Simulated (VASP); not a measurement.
# W in VASP: a series of runs, part 2 of 2

VASP 6.6.1.

## (3) Relaxation of the atoms, LDA

INCAR reads:

```
PREC = Accurate
ENCUT = 520
EDIFF = 1E-6
ISMEAR = -1
SIGMA = 0.08
LREAL = F
LASPH = T
NELM = 100
ALGO = Normal
ISIF = 2
LWAVE = F
LCHARG = F
LDIPOL = T
IDIPOL = 3
DIPOL = 0.5 0.5 0.500
GGA = CA
IBRION = 2
NSW = 32
EDIFFG = -0.01
KPAR = 2
```

KPOINTS reads:

```
Automatic mesh
0
Gamma
  13 13 1
```

POSCAR reads:

```
W
1.0
    3.1348320012      0.0000000000      0.0000000000
    0.0000000000      3.1348320012      0.0000000000
    0.0000000000      0.0000000000     19.1348000000
W
3
Direct
    0.0000000000      0.0000000000      0.4249572345
    0.5000000000      0.5000000000      0.4999999971
    0.0000000000      0.0000000000      0.5750427685
```

Potentials or basis: VASP PAW LDA potentials, release 64 (W_sv).

Command:

```
$ cat potpaw_LDA.64/W_sv/POTCAR > POTCAR
$ mpirun -np 2 vasp_std > vasp.out
```

OUTCAR:

```text
PREC = Accurate
   ENCUT = 520
   EDIFF = 1E-6
   ISMEAR = -1
   LREAL = F
   LASPH = T
   NELM = 100
   ISIF = 2
   GGA = CA
   IBRION = 2
   NSW = 32
   EDIFFG = -0.01

 ion  position               nearest neighbor table
   1  0.000  0.000  0.425-   2 2.64   2 2.64   2 2.64   2 2.64   3 2.87
   2  0.500  0.500  0.500-   1 2.64   1 2.64   1 2.64   1 2.64   3 2.64   3 2.64   3 2.64   3 2.64

   3  0.000  0.000  0.575-   2 2.64   2 2.64   2 2.64   2 2.64   1 2.87

  LATTYP: Found a simple tetragonal cell.
 ALAT       =     3.1348320012
 C/A-ratio  =     6.1039315640

  Lattice vectors:

 A1 = (   3.1348320012,   0.0000000000,   0.0000000000)
 A2 = (   0.0000000000,   3.1348320012,   0.0000000000)
 A3 = (   0.0000000000,   0.0000000000,  19.1348000000)

Analysis of symmetry for initial positions (statically):
=====================================================================
 Subroutine PRICEL returns:
 Original cell was already a primitive cell.

 Routine SETGRP: Setting up the symmetry group for a
 simple tetragonal supercell.

 Subroutine GETGRP returns: Found 16 space group operations
 (whereof 16 operations were pure point group operations)
 out of a pool of 16 trial point group operations.

The static configuration has the point symmetry D_4h.

Analysis of symmetry for dynamics (positions and initial velocities):
=====================================================================
 Subroutine PRICEL returns:
 Original cell was already a primitive cell.

 Routine SETGRP: Setting up the symmetry group for a
 simple tetragonal supercell.

 Subroutine GETGRP returns: Found 16 space group operations
 (whereof 16 operations were pure point group operations)
 out of a pool of 16 trial point group operations.

The dynamic configuration has the point symmetry D_4h.

 Subroutine INISYM returns: Found 16 space group operations
 (whereof 16 operations are pure point group operations),
 and found     1 'primitive' translations

----------------------------------------------------------------------------------------

                                     Primitive cell

  volume of cell :     188.0410

  direct lattice vectors                    reciprocal lattice vectors
     3.134832001  0.000000000  0.000000000     0.318996361  0.000000000  0.000000000
     0.000000000  3.134832001  0.000000000     0.000000000  0.318996361  0.000000000
     0.000000000  0.000000000 19.134800000     0.000000000  0.000000000  0.052260802

  length of vectors
     3.134832001  3.134832001 19.134800000     0.318996361  0.318996361  0.052260802

  position of ions in fractional coordinates (direct lattice)
     0.000000000  0.000000000  0.424957234
     0.500000000  0.500000000  0.499999997
     0.000000000  0.000000000  0.575042768

  ion indices of the primitive-cell ions
   primitive index   ion index
                 1           1
                 2           2
                 3           3

[... 53 lines left out ...]
   k-points           NKPTS =     28   k-points in BZ     NKDIM =     28   number of bands    NBANDS=     25
   number of dos      NEDOS =    301   number of ions     NIONS =      3
   total plane-waves  NPLWV =  82944
   dimension x,y,z NGX =    24 NGY =   24 NGZ =  144
   dimension x,y,z NGXF=    48 NGYF=   48 NGZF=  288
   ions per type =               3
   NGX,Y,Z   is equivalent  to a cutoff of  12.73, 12.73, 12.51 a.u.
   NGXF,Y,Z  is equivalent  to a cutoff of  25.46, 25.46, 25.02 a.u.
 SYSTEM =  unknown system
   PREC   = accura    normal or accurate (medium, high low for compatibility)
   ISTART =      0    job   : 0-new  1-cont  2-samecut
   ICHARG =      2    charge: 1-file 2-atom 10-const
   ISPIN  =      1    spin polarized calculation?
   LNONCOLLINEAR =      F non collinear calculations
   LSORBIT =      F    spin-orbit coupling
   LASPH  =      T    aspherical Exc in radial PAW
   ENCUT  =  520.0 eV  38.22 Ry    6.18 a.u.   5.83  5.83 35.58*2*pi/ulx,y,z
   NELM   =    100;   NELMIN=  2; NELMDL= -5     # of ELM steps
   EDIFF  = 0.1E-05   stopping-criterion for ELM
   LREAL  =      F    real-space projection
   EDIFFG = -.1E-01   stopping-criterion for IOM
   NSW    =     32    number of steps for IOM
   IBRION =      2    ionic relax: 0-MD 1-quasi-New 2-CG
   NFREE  =      1    steps in history (QN), initial steepest desc. (CG)
   ISIF   =      2    stress and relaxation
   ISYM   =      2    0-nonsym 1-usesym 2-fastsym
   POTIM  = 0.5000    time-step for ionic-motion
   TEBEG  =    0.0;   TEEND  =   0.0 temperature during run
   PSTRESS=    0.0 pullay stress
   NELECT =      42.0000    total number of electrons
   NUPDOWN=      -1.0000    fix difference up-down
   EMIN   =  10.00;   EMAX   =-10.00  energy-range for DOS
   EFERMI =   0.00;   METHOD = LEGACY
   ISMEAR =    -1;   SIGMA  =   0.08  broadening in eV -4-tet -1-fermi 0-gaus
   EFERMI_NEDOS =   21; number of points for ismear=-14 and -15
   IALGO  =     38    algorithm
   IMIX   =      4    mixing-type and parameters
     AMIX     =   0.40;   BMIX     =  1.00
     AMIX_MAG =   1.60;   BMIX_MAG =  1.00
  volume/ion in A,a.u.               =      62.68       422.99
  Fermi-wavevector in a.u.,A,eV,Ry     =   0.993285  1.877036 13.423707  0.986615
  Thomas-Fermi vector in A             =   2.125156
   LORBIT       =      0    0 simple, 1 ext, 2 COOP (PROOUT), +10 PAW based schemes
   GGA     = CA    functional components
   LHFCALC =     F    Hartree Fock is set to
   AEXX    =    0.0000 exact exchange contribution
   IVDW    =     0    specifies the selected vdW correction
   LEPSILON=     F    determine dielectric tensor
   LRPA    =     F    only Hartree local field effects (RPA)
 conjugate gradient relaxation of ions
 non-spin polarized calculation
  energy-cutoff  :      520.00
  volume of cell :      188.04
 maximum number of plane-waves:      5126
 NGX is ok and might be reduce to    24
   NGX = 11   NGY = 11   NGZ = 71

 dipolmoment           0.000000      0.000000      0.000000 electrons x Angstroem

--------------------------------------- Ionic step        1  -------------------------------------------

 number of electron      42.0000006 magnetization

 Free energy of the ion-electron system (eV)
  ---------------------------------------------------
  ext. energy  EPLUGINS =         0.00000000
  ---------------------------------------------------
  free energy    TOTEN  =       -36.75399303 eV

  energy without entropy =      -36.64226047  energy(sigma->0) =      -36.69812675

------------------------ aborting loop because EDIFF is reached ----------------------------------------

  FORCE on cell =-STRESS in cart. coord.  units (eV):
  Direction    XX          YY          ZZ          XY          YZ          ZX
  --------------------------------------------------------------------------------------
  -------------------------------------------------------------------------------------
  Total       -4.8346035     -4.8346035      0.3692249      0.0000000      0.0000000      0.0000000
  in kB      -41.1925785    -41.1925785      3.1459306      0.0000000      0.0000000      0.0000000
  external PRESSURE =     -26.4130755 kB  Pullay stress =       0.0000000 kB
[... 61 lines left out ...]
--------------------------------------- Ionic step        3  -------------------------------------------

 number of electron      42.0000006 magnetization

 dipolmoment           0.000000      0.000000     -0.000000 electrons x Angstroem

 Free energy of the ion-electron system (eV)
  ---------------------------------------------------
  ext. energy  EPLUGINS =         0.00000000
  ---------------------------------------------------
  free energy    TOTEN  =       -36.75544825 eV

  energy without entropy =      -36.64670111  energy(sigma->0) =      -36.70107468

 E-fermi :  -0.3985     XC(G=0):  -4.7233

 val. band max:       -0.4064123631   @ k =   0.3846   0.1538   0.0000
 cond. band min:      -0.3979969002   @ k =   0.1538   0.1538   0.0000
 fundamental gap:      0.0084154629
 Fermi energy:        -0.3984940511

 k-point     1 :       0.0000    0.0000    0.0000
  band No.  band energies     occupation
      1     -74.0673      2.00000
      2     -73.9790      2.00000
      3     -73.7596      2.00000
      4     -38.7782      2.00000
      5     -38.7782      2.00000
      6     -38.7564      2.00000
[... 661 lines left out ...]
     24       1.1487      0.00000
     25       1.3758      0.00000

 [... further k-points ...]

------------------------ aborting loop because EDIFF is reached ----------------------------------------

 vacuum level on the upper side and lower side of the slab       (xc-potential included)        -0.183        -0.183

  FORCE on cell =-STRESS in cart. coord.  units (eV):
  Direction    XX          YY          ZZ          XY          YZ          ZX
  --------------------------------------------------------------------------------------
  -------------------------------------------------------------------------------------
  Total       -5.3074354     -5.3074354     -0.0348870      0.0000000     -0.0000000      0.0000000
  in kB      -45.2212774    -45.2212774     -0.2972503      0.0000000     -0.0000000      0.0000000
  external PRESSURE =     -30.2466017 kB  Pullay stress =       0.0000000 kB
[... 18 lines left out ...]
  FREE ENERGIE OF THE ION-ELECTRON SYSTEM (eV)
  ---------------------------------------------------
  free  energy   TOTEN  =       -36.7554482547 eV

  energy  without entropy=      -36.6467011065  energy(sigma->0) =      -36.70107468

 reached required accuracy - stopping structural energy minimisation

 vacuum level on the upper side and lower side of the slab         3.955         3.955
```

OSZICAR:

```text
N       E                     dE             d eps       ncg     rms          rms(c)
DAV:   1     0.404643078830E+03    0.40464E+03   -0.27180E+04  1880   0.151E+03
DAV:   2    -0.240793516025E+02   -0.42872E+03   -0.42494E+03  1770   0.426E+02
DAV:   3    -0.394583826753E+02   -0.15379E+02   -0.14941E+02  1752   0.822E+01
[... 32 lines left out ...]
DAV:   3    -0.367554587257E+02    0.24424E-04   -0.49596E-04  1814   0.160E-01    0.649E-02
DAV:   4    -0.367554493169E+02    0.94088E-05   -0.14048E-04  1515   0.102E-01    0.157E-02
DAV:   5    -0.367554488422E+02    0.47473E-06   -0.19853E-05  1800   0.447E-02    0.431E-03
DAV:   6    -0.367554482997E+02    0.54245E-06   -0.10310E-05  1648   0.238E-02    0.292E-03
DAV:   7    -0.367554482547E+02    0.45076E-07   -0.79081E-07   865   0.942E-03
   3 F= -.36755448E+02 E0= -.36701075E+02  d E =-.145523E-02
```

CONTCAR:

```text
W
   1.00000000000000
     3.1348320011999999    0.0000000000000000    0.0000000000000000
     0.0000000000000000    3.1348320011999999    0.0000000000000000
     0.0000000000000000    0.0000000000000000   19.1347999999999985
  W
     3
Direct
     0.0000000000000000    0.0000000000000000    0.4244130288931278
     0.5000000000000000    0.5000000000000000    0.4999999970999980
     0.0000000000000000    0.0000000000000000    0.5755869741068689

  0.00000000E+00  0.00000000E+00  0.00000000E+00
  0.00000000E+00  0.00000000E+00  0.00000000E+00
  0.00000000E+00  0.00000000E+00  0.00000000E+00
```

It took 58 s on 2 MPI ranks of Intel Xeon 6975P-C (Granite Rapids), shared host; peak memory 0.27 GiB.

Results:

| Quantity | Value |
| --- | --- |
| Free energy | -36.7554 eV |
| Energy gained by relaxing | 0.5 meV/atom |
| Ionic steps | 3 |
| Band gap on the k mesh | zero (bands 21 and 22 overlap by 1.39 eV) |

Step by step:
```tsv
step	energy change (eV)	largest force (eV/Å)	pressure (GPa)
1	0.0000	0.1394	-2.64
2	-0.0013	0.0494	-2.89
3	-0.0015	0.0004	-3.02
```

Final structure:
```cif
data_structure
_symmetry_space_group_name_H-M 'P 1'
_symmetry_Int_Tables_number 1
_cell_length_a 3.1348
_cell_length_b 3.1348
_cell_length_c 19.1348
_cell_angle_alpha 90.000
_cell_angle_beta 90.000
_cell_angle_gamma 90.000
_cell_volume 188.04
loop_
_atom_site_label
_atom_site_type_symbol
_atom_site_fract_x
_atom_site_fract_y
_atom_site_fract_z
_atom_site_occupancy
W1 W 0.00000 0.00000 0.42441 1
W2 W 0.50000 0.50000 0.50000 1
W3 W 0.00000 0.00000 0.57559 1
```

Caveat: spin-orbit coupling is left out, which moves the levels of the heavy elements.
